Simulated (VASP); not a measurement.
# Al3Ni2Pd (P-3m1) in VASP: further runs

Al3Ni2Pd is run at these levels: PBE; tasks: single point.

Everything below comes from runs of VASP 6.6.1. Logs are shortened: lines on timing, memory, paths and dates and some standing lists are left out, and cuts for length are marked.

### Step 1. The cell of the first run

Symmetry: P-3m1, No. 164, trigonal system. Conventional cell: a = 4.180 Å, b = 4.180 Å, c = 5.149 Å, α = 90.00°, β = 90.00°, γ = 120.00°. Al (site symmetry 3m) has 5 Ni at 2.49 to 2.66 Å and 3 Pd at 2.59 Å and 6 Al at 2.92 to 3.06 Å within 3.3 Å. Al (site symmetry -3m) has 6 Ni at 2.56 Å and 2 Pd at 2.57 Å and 6 Al at 2.92 Å within 3.4 Å. Ni (site symmetry 3m) has 8 Al at 2.49 to 2.66 Å and 3 Ni at 2.96 Å and 3 Pd at 2.96 Å within 3.3 Å. Within 3.4 Å of Pd (site symmetry -3m) lie 8 Al at 2.57 to 2.59 Å and 6 Ni at 2.96 Å.

### Step 2. Single point, PBE

File INCAR:

```
SYSTEM = Al3Ni2Pd
ALGO = Normal
EDIFF = 1E-6
ENCUT = 520
GGA = PE
ISIF = 2
ISMEAR = 0
LASPH = .TRUE.
LCHARG = .FALSE.
LREAL = .FALSE.
LWAVE = .FALSE.
NBANDS = 28
NELM = 100
PREC = Accurate
SIGMA = 0.1
```

File KPOINTS:

```
k-points
0
G
  6 6 4
  0 0 0
```

File POSCAR:

```
Al3Ni2Pd
1.0
    4.1802304000      0.0000000000      0.0000000000
   -2.0901152000      3.6201857000      0.0000000000
    0.0000000000      0.0000000000      5.1489881000
Al Ni Pd
3 2 1
Direct
    0.3333333000      0.6666667000      0.1825060000
    0.6666667000      0.3333333000      0.8174940000
    0.0000000000      0.0000000000      0.5000000000
    0.3333333000      0.6666667000      0.6660000000
    0.6666667000      0.3333333000      0.3340000000
    0.0000000000      0.0000000000      0.0000000000
```

Potentials or basis: VASP PAW PBE potentials, release 64 (Al, Ni, Pd).

The run is started by

```bash
$ cat potpaw_PBE.64/Al/POTCAR potpaw_PBE.64/Ni/POTCAR potpaw_PBE.64/Pd/POTCAR > POTCAR
$ mpirun -np 1 vasp_std > vasp.out
```

OUTCAR:

```text
SYSTEM = Al3Ni2Pd
   EDIFF = 1E-6
   ENCUT = 520
   GGA = PE
   ISIF = 2
   ISMEAR = 0
   LASPH = .TRUE.
   LREAL = .FALSE.
   NELM = 100
   PREC = Accurate

 ion  position               nearest neighbor table
   1  0.333  0.667  0.183-   4 2.49   5 2.54   5 2.54   5 2.54   6 2.59   6 2.59   6 2.59   4 2.66
                             3 2.92   3 2.92   3 2.92   2 3.06   2 3.06   2 3.06
   2  0.667  0.333  0.817-   5 2.49   4 2.54   4 2.54   4 2.54   6 2.59   6 2.59   6 2.59   5 2.66
                             3 2.92   3 2.92   3 2.92   1 3.06   1 3.06   1 3.06
   3  0.000  0.000  0.500-   4 2.56   5 2.56   4 2.56   5 2.56   5 2.56   4 2.56   6 2.57   6 2.57
                             1 2.92   2 2.92   1 2.92   2 2.92   1 2.92   2 2.92
   4  0.333  0.667  0.666-   1 2.49   2 2.54   2 2.54   2 2.54   3 2.56   3 2.56   3 2.56   1 2.66
                             5 2.96   5 2.96   5 2.96   6 2.96   6 2.96   6 2.96
   5  0.667  0.333  0.334-   2 2.49   1 2.54   1 2.54   1 2.54   3 2.56   3 2.56   3 2.56   2 2.66
                             4 2.96   4 2.96   4 2.96   6 2.96   6 2.96   6 2.96
   6  0.000  0.000  0.000-   3 2.57   3 2.57   1 2.59   2 2.59   1 2.59   2 2.59   2 2.59   1 2.59
                             5 2.96   4 2.96   5 2.96   4 2.96   5 2.96   4 2.96

  LATTYP: Found a hexagonal cell.
 ALAT       =     4.1802304000
 C/A-ratio  =     1.2317474415

  Lattice vectors:

 A1 = (   4.1802304000,   0.0000000000,   0.0000000000)
 A2 = (  -2.0901152000,   3.6201857000,   0.0000000000)
 A3 = (   0.0000000000,   0.0000000000,   5.1489881000)

Analysis of symmetry for initial positions (statically):
=====================================================================
 Subroutine PRICEL returns:
 Original cell was already a primitive cell.

 Routine SETGRP: Setting up the symmetry group for a
 hexagonal supercell.

 Subroutine GETGRP returns: Found 12 space group operations
 (whereof 12 operations were pure point group operations)
 out of a pool of 24 trial point group operations.

The static configuration has the point symmetry D_3d.

Analysis of symmetry for dynamics (positions and initial velocities):
=====================================================================
 Subroutine PRICEL returns:
 Original cell was already a primitive cell.

 Routine SETGRP: Setting up the symmetry group for a
 hexagonal supercell.

 Subroutine GETGRP returns: Found 12 space group operations
 (whereof 12 operations were pure point group operations)
 out of a pool of 24 trial point group operations.

The dynamic configuration has the point symmetry D_3d.

[... 110 lines left out ...]
   NFREE  =      0    steps in history (QN), initial steepest desc. (CG)
   ISIF   =      2    stress and relaxation
   ISYM   =      2    0-nonsym 1-usesym 2-fastsym
   POTIM  = 0.5000    time-step for ionic-motion
   TEBEG  =    0.0;   TEEND  =   0.0 temperature during run
   PSTRESS=    0.0 pullay stress
   NELECT =      39.0000    total number of electrons
   NUPDOWN=      -1.0000    fix difference up-down
   EMIN   =  10.00;   EMAX   =-10.00  energy-range for DOS
   EFERMI =   0.00;   METHOD = LEGACY
   ISMEAR =     0;   SIGMA  =   0.10  broadening in eV -4-tet -1-fermi 0-gaus
   EFERMI_NEDOS =   21; number of points for ismear=-14 and -15
   IALGO  =     38    algorithm
   IMIX   =      4    mixing-type and parameters
     AMIX     =   0.40;   BMIX     =  1.00
     AMIX_MAG =   1.60;   BMIX_MAG =  1.00
  volume/ion in A,a.u.               =      12.99        87.64
  Fermi-wavevector in a.u.,A,eV,Ry     =   1.299807  2.456278 22.987002  1.689497
  Thomas-Fermi vector in A             =   2.431046
   LORBIT       =      0    0 simple, 1 ext, 2 COOP (PROOUT), +10 PAW based schemes
   GGA     = PE    functional components
   LHFCALC =     F    Hartree Fock is set to
   AEXX    =    0.0000 exact exchange contribution
   IVDW    =     0    specifies the selected vdW correction
   LEPSILON=     F    determine dielectric tensor
   LRPA    =     F    only Hartree local field effects (RPA)
 non-spin polarized calculation
 Gauss-broadening in eV      SIGMA  =   0.10
  energy-cutoff  :      520.00
  volume of cell :       77.92
 maximum number of plane-waves:      2149
 NGX is ok and might be reduce to    32
   NGX = 15   NGY = 15   NGZ = 19

 number of electron      38.9999990 magnetization

 Free energy of the ion-electron system (eV)
  ---------------------------------------------------
  ext. energy  EPLUGINS =         0.00000000
  ---------------------------------------------------
  free energy    TOTEN  =       -31.60226510 eV

  energy without entropy =      -31.59187307  energy(sigma->0) =      -31.59706909

 E-fermi :   9.9970     XC(G=0): -11.9524

 val. band max:        9.9210803963   @ k =   0.3333   0.3333   0.0000
 cond. band min:      10.0009061495   @ k =   0.0000   0.1667   0.2500
 fundamental gap:      0.0798257533
 Fermi energy:         9.9969969671

 k-point     1 :       0.0000    0.0000    0.0000
  band No.  band energies     occupation
      1      -0.8255      2.00000
      2       3.4703      2.00000
      3       4.2247      2.00000
      4       4.9760      2.00000
      5       4.9760      2.00000
      6       5.6589      2.00000
[... 733 lines left out ...]
     27      16.7312      0.00000
     28      17.1439      0.00000

------------------------ aborting loop because EDIFF is reached ----------------------------------------

  FORCE on cell =-STRESS in cart. coord.  units (eV):
  Direction    XX          YY          ZZ          XY          YZ          ZX
  --------------------------------------------------------------------------------------
  -------------------------------------------------------------------------------------
  Total        0.1040079      0.1040079      0.0160266      0.0000000     -0.0000000      0.0000000
  in kB        2.1385724      2.1385723      0.3295340      0.0000000     -0.0000000      0.0000000
  external PRESSURE =       1.5355596 kB  Pullay stress =       0.0000000 kB

 VOLUME and BASIS-vectors are now :
 -----------------------------------------------------------------------------
  energy-cutoff  :      520.00
  volume of cell :       77.92
      direct lattice vectors                 reciprocal lattice vectors
     4.180230400  0.000000000  0.000000000     0.239221264  0.138114462  0.000000000
    -2.090115200  3.620185700  0.000000000     0.000000000  0.276228924  0.000000000
     0.000000000  0.000000000  5.148988100     0.000000000  0.000000000  0.194212917

 POSITION                                       TOTAL-FORCE (eV/Angst)
 -----------------------------------------------------------------------------------
     -0.00000      2.41346      0.93972         0.000000      0.000000      0.010622
      2.09012      1.20673      4.20927         0.000000     -0.000000     -0.010622
      0.00000      0.00000      2.57449         0.000000      0.000000      0.000000
     -0.00000      2.41346      3.42923        -0.000000      0.000000      0.009422
      2.09012      1.20673      1.71976         0.000000     -0.000000     -0.009422
      0.00000      0.00000      0.00000         0.000000      0.000000      0.000000
 -----------------------------------------------------------------------------------
    total drift:                               -0.000000      0.000000      0.000000

  FREE ENERGIE OF THE ION-ELECTRON SYSTEM (eV)
  ---------------------------------------------------
  free  energy   TOTEN  =       -31.6022650998 eV

  energy  without entropy=      -31.5918730749  energy(sigma->0) =      -31.59706909
```

Wall time 2 min (1 thread of AMD EPYC 7R13 (Zen 3), shared host); peak memory 0.18 GiB.

What came out:

| Item | Value |
| --- | --- |
| Free energy | -31.6023 eV |
| Pressure | 0.2 GPa |
| Largest force | 0.011 eV/Å |

Forces in eV/Å, atoms in the order of the input:
```
Al   0.000  0.000  0.011
Al   0.000  0.000 -0.011
Al   0.000  0.000  0.000
Ni   0.000  0.000  0.009
Ni   0.000  0.000 -0.009
Pd   0.000  0.000  0.000
```

Levels at points of the mesh, in eV from the Fermi level:
| k point | band 15 | band 16 | band 17 | band 18 | band 19 | band 20 | band 21 | band 22 | band 23 | band 24 |
| --- | --- | --- | --- | --- | --- | --- | --- | --- | --- | --- |
| (0.00, 0.00, 0.00) | -1.65 | -1.64 | -1.64 | -1.56 | 1.96 | 1.96 | 2.14 | 2.14 | 3.08 | 3.96 |
| (0.50, 0.00, 0.00) | -2.05 | -1.97 | -1.94 | -1.72 | -1.09 | 0.18 | 0.47 | 1.61 | 2.42 | 4.26 |
| (0.00, 0.00, 0.50) | -1.79 | -1.07 | -1.07 | 1.95 | 1.95 | 2.05 | 2.52 | 3.01 | 3.01 | 3.12 |
| (0.50, 0.00, 0.50) | -2.04 | -1.85 | -1.76 | -1.56 | -0.70 | 0.49 | 0.55 | 1.97 | 2.87 | 5.45 |

### Step 3. Single point, PBE

File INCAR:

```
ALGO     = Fast           # electronic algorithm
EDIFF    = 1E-6           # SCF threshold, eV
ENCUT    = 520            # plane-wave cutoff, eV
GGA      = PE             # functional
ISIF     = 2              # what is computed and relaxed
ISMEAR   = 0              # smearing method
LASPH    = T              # aspherical terms in the spheres
LCHARG   = F              # write CHGCAR
LREAL    = F              # projectors in reciprocal space
LWAVE    = F              # write WAVECAR
NBANDS   = 28             # bands
NELM     = 60             # most SCF steps
PREC     = Accurate       # precision mode
SIGMA    = 0.1            # smearing width, eV
```

File KPOINTS:

```
k-points
0
Gamma
  12 12 8
```

File POSCAR:

```
Al3Ni2Pd
1.0
    4.1802303884      0.0000000000      0.0000000000
   -2.0901151942      3.6201857100      0.0000000000
    0.0000000000      0.0000000000      5.1489881000
Al Ni Pd
3 2 1
Direct
    0.3333333333      0.6666666667      0.1825060000
    0.6666666667      0.3333333333      0.8174940000
    0.0000000000      0.0000000000      0.5000000000
    0.3333333333      0.6666666667      0.6660000000
    0.6666666667      0.3333333333      0.3340000000
    0.0000000000      0.0000000000      0.0000000000
```

Potentials or basis: VASP PAW PBE potentials, release 64 (Al, Ni, Pd).

The run is started by

```bash
$ cat potpaw_PBE.64/Al/POTCAR potpaw_PBE.64/Ni/POTCAR potpaw_PBE.64/Pd/POTCAR > POTCAR
$ mpirun -np 1 vasp_std > vasp.out
```

OUTCAR:

```text
EDIFF = 1E-6
   ENCUT = 520
   GGA = PE
   ISIF = 2
   ISMEAR = 0
   LASPH = T
   LREAL = F
   NELM = 60
   PREC = Accurate

 ion  position               nearest neighbor table
   1  0.333  0.667  0.183-   4 2.49   5 2.54   5 2.54   5 2.54   6 2.59   6 2.59   6 2.59   4 2.66
                             3 2.92   3 2.92   3 2.92   2 3.06   2 3.06   2 3.06
   2  0.667  0.333  0.817-   5 2.49   4 2.54   4 2.54   4 2.54   6 2.59   6 2.59   6 2.59   5 2.66
                             3 2.92   3 2.92   3 2.92   1 3.06   1 3.06   1 3.06
   3  0.000  0.000  0.500-   4 2.56   5 2.56   4 2.56   5 2.56   5 2.56   4 2.56   6 2.57   6 2.57
                             1 2.92   2 2.92   1 2.92   2 2.92   1 2.92   2 2.92
   4  0.333  0.667  0.666-   1 2.49   2 2.54   2 2.54   2 2.54   3 2.56   3 2.56   3 2.56   1 2.66
                             5 2.96   5 2.96   5 2.96   6 2.96   6 2.96   6 2.96
   5  0.667  0.333  0.334-   2 2.49   1 2.54   1 2.54   1 2.54   3 2.56   3 2.56   3 2.56   2 2.66
                             4 2.96   4 2.96   4 2.96   6 2.96   6 2.96   6 2.96
   6  0.000  0.000  0.000-   3 2.57   3 2.57   1 2.59   2 2.59   1 2.59   2 2.59   2 2.59   1 2.59
                             5 2.96   4 2.96   5 2.96   4 2.96   5 2.96   4 2.96

  LATTYP: Found a hexagonal cell.
 ALAT       =     4.1802303884
 C/A-ratio  =     1.2317474449

  Lattice vectors:

 A1 = (   4.1802303884,   0.0000000000,   0.0000000000)
 A2 = (  -2.0901151942,   3.6201857100,   0.0000000000)
 A3 = (   0.0000000000,   0.0000000000,   5.1489881000)

Analysis of symmetry for initial positions (statically):
=====================================================================
 Subroutine PRICEL returns:
 Original cell was already a primitive cell.

 Routine SETGRP: Setting up the symmetry group for a
 hexagonal supercell.

 Subroutine GETGRP returns: Found 12 space group operations
 (whereof 12 operations were pure point group operations)
 out of a pool of 24 trial point group operations.

The static configuration has the point symmetry D_3d.

Analysis of symmetry for dynamics (positions and initial velocities):
=====================================================================
 Subroutine PRICEL returns:
 Original cell was already a primitive cell.

[... 137 lines left out ...]
  Fermi-wavevector in a.u.,A,eV,Ry     =   1.299807  2.456278 22.987002  1.689497
  Thomas-Fermi vector in A             =   2.431046
   LORBIT       =      0    0 simple, 1 ext, 2 COOP (PROOUT), +10 PAW based schemes
   GGA     = PE    functional components
   LHFCALC =     F    Hartree Fock is set to
   AEXX    =    0.0000 exact exchange contribution
   IVDW    =     0    specifies the selected vdW correction
   LEPSILON=     F    determine dielectric tensor
   LRPA    =     F    only Hartree local field effects (RPA)
 non-spin polarized calculation
 RMM-DIIS sequential band-by-band and
 Gauss-broadening in eV      SIGMA  =   0.10
  energy-cutoff  :      520.00
  volume of cell :       77.92
 maximum number of plane-waves:      2149
   NGX = 15   NGY = 15   NGZ = 19

 number of electron      38.9999990 magnetization

 Free energy of the ion-electron system (eV)
  ---------------------------------------------------
  ext. energy  EPLUGINS =         0.00000000
  ---------------------------------------------------
  free energy    TOTEN  =       -31.60812252 eV

  energy without entropy =      -31.59746993  energy(sigma->0) =      -31.60279623

 E-fermi :   9.9822     XC(G=0): -11.9531

 val. band max:        9.9802105661   @ k =  -0.2500  -0.4167   0.2500
 cond. band min:       9.9950139602   @ k =   0.0000   0.1667   0.2500
 fundamental gap:      0.0148033941
 Fermi energy:         9.9821651013

 k-point     1 :       0.0000    0.0000    0.0000
  band No.  band energies     occupation
      1      -0.8256      2.00000
      2       3.4705      2.00000
      3       4.2226      2.00000
      4       4.9750      2.00000
      5       4.9750      2.00000
      6       5.6549      2.00000
[... 733 lines left out ...]
     27      14.9814      0.00000
     28      15.9685      0.00000

 [... further k-points ...]
[... 5 lines left out ...]
  --------------------------------------------------------------------------------------
  -------------------------------------------------------------------------------------
  Total        0.0689941      0.0689941      0.0592222      0.0000000     -0.0000000      0.0000000
  in kB        1.4186316      1.4186316      1.2177056      0.0000000     -0.0000000      0.0000000
  external PRESSURE =       1.3516562 kB  Pullay stress =       0.0000000 kB

 VOLUME and BASIS-vectors are now :
 -----------------------------------------------------------------------------
  energy-cutoff  :      520.00
  volume of cell :       77.92
      direct lattice vectors                 reciprocal lattice vectors
     4.180230388  0.000000000  0.000000000     0.239221265  0.138114462  0.000000000
    -2.090115194  3.620185710  0.000000000     0.000000000  0.276228923  0.000000000
     0.000000000  0.000000000  5.148988100     0.000000000  0.000000000  0.194212917

 POSITION                                       TOTAL-FORCE (eV/Angst)
 -----------------------------------------------------------------------------------
     -0.00000      2.41346      0.93972        -0.000000     -0.000000      0.002224
      2.09012      1.20673      4.20927         0.000000      0.000000     -0.002224
      0.00000      0.00000      2.57449         0.000000      0.000000     -0.000000
     -0.00000      2.41346      3.42923        -0.000000      0.000000      0.008439
      2.09012      1.20673      1.71976         0.000000     -0.000000     -0.008439
      0.00000      0.00000      0.00000         0.000000      0.000000     -0.000000
 -----------------------------------------------------------------------------------
    total drift:                                0.000000      0.000000      0.000000

  FREE ENERGIE OF THE ION-ELECTRON SYSTEM (eV)
  ---------------------------------------------------
  free  energy   TOTEN  =       -31.6081225228 eV

  energy  without entropy=      -31.5974699289  energy(sigma->0) =      -31.60279623
```

Run time: 8.9 min. Hardware: 1 thread of AMD EPYC 7R13 (Zen 3), shared host; peak memory 0.38 GiB.

What came out:

- Free energy: -31.6081 eV
- Pressure: 0.1 GPa
- Largest force: 0.008 eV/Å

Forces in eV/Å, atoms in the order of the input:
```
Al   0.000  0.000  0.002
Al   0.000  0.000 -0.002
Al   0.000  0.000  0.000
Ni   0.000  0.000  0.008
Ni   0.000  0.000 -0.008
Pd   0.000  0.000  0.000
```

Spin polarisation is off, so any magnetic state and its effect on volume and gap are missing.

### Step 4. Single point, PBE, collinear spin, ferromagnetic start

File INCAR:

```
PREC = Accurate
ENCUT = 520
EDIFF = 1E-6
ISMEAR = 0
SIGMA = 0.1
LREAL = F
LASPH = T
NELM = 150
ALGO = Fast
ISIF = 2
LWAVE = F
LCHARG = F
ISPIN = 2
MAGMOM = 0 0 0 2 2 1
LORBIT = 11
LMAXMIX = 4
GGA = PE
NBANDS = 32
```

File KPOINTS:

```
Automatic mesh
0
Gamma
  6 6 4
```

File POSCAR:

```
Al3Ni2Pd
1.0
    4.1802304000      0.0000000000      0.0000000000
   -2.0901152000      3.6201857000      0.0000000000
    0.0000000000      0.0000000000      5.1489881000
Al Ni Pd
3 2 1
Direct
    0.3333333000      0.6666667000      0.1825060000
    0.6666667000      0.3333333000      0.8174940000
    0.0000000000      0.0000000000      0.5000000000
    0.3333333000      0.6666667000      0.6660000000
    0.6666667000      0.3333333000      0.3340000000
    0.0000000000      0.0000000000      0.0000000000
```

The run is started by

```bash
$ cat potpaw_PBE.64/Al/POTCAR potpaw_PBE.64/Ni/POTCAR potpaw_PBE.64/Pd/POTCAR > POTCAR
$ mpirun -np 1 vasp_std > vasp.out
```

It took 6.6 min on 1 thread of AMD EPYC 7R13 (Zen 3), shared host; peak memory 0.25 GiB.

The run converged. Its results:

```yaml
Free_energy: -31.6023 eV
Pressure: 0.1 GPa
Largest_force: 0.011 eV/Å
Net_moment: 0.00 μB per cell
Valence_electrons_inside_the_program's_atomic_spheres: Al 0.77; Ni 9.38; Pd 9.82
```

Forces on the atoms (eV/Å):
```
Al   0.000  0.000  0.011
Al   0.000  0.000 -0.011
Al   0.000  0.000  0.000
Ni   0.000  0.000  0.009
Ni   0.000  0.000 -0.009
Pd   0.000  0.000  0.000
```

Stress tensor (GPa, compression positive):
```
 0.12  0.00  0.00
 0.00  0.12  0.00
 0.00  0.00 -0.06
```

Levels at points of the mesh, in eV from the Fermi level:
Spin up:
| k point | band 15 | band 16 | band 17 | band 18 | band 19 | band 20 | band 21 | band 22 | band 23 | band 24 |
| --- | --- | --- | --- | --- | --- | --- | --- | --- | --- | --- |
| (0.00, 0.00, 0.00) | -1.65 | -1.64 | -1.64 | -1.56 | 1.96 | 1.96 | 2.14 | 2.14 | 3.08 | 3.96 |
| (0.50, 0.00, 0.00) | -2.05 | -1.97 | -1.94 | -1.72 | -1.09 | 0.18 | 0.47 | 1.61 | 2.42 | 4.26 |
| (0.00, 0.00, 0.50) | -1.79 | -1.07 | -1.07 | 1.95 | 1.95 | 2.05 | 2.52 | 3.01 | 3.01 | 3.12 |
| (0.50, 0.00, 0.50) | -2.04 | -1.85 | -1.76 | -1.56 | -0.70 | 0.49 | 0.55 | 1.97 | 2.87 | 5.45 |
Spin down:
```tsv
k point	band 16	band 17	band 18	band 19	band 20	band 21	band 22	band 23
(0.00, 0.00, 0.00)	-1.64	-1.64	-1.56	1.96	1.96	2.14	2.14	3.08
(0.50, 0.00, 0.00)	-1.97	-1.94	-1.72	-1.09	0.18	0.47	1.61	2.42
(0.00, 0.00, 0.50)	-1.07	-1.07	1.95	1.95	2.05	2.52	3.01	3.01
(0.50, 0.00, 0.50)	-1.85	-1.76	-1.56	-0.70	0.49	0.55	1.97	2.87
```

Caveat: the starting moments collapsed, and a magnetic state may lie lower.
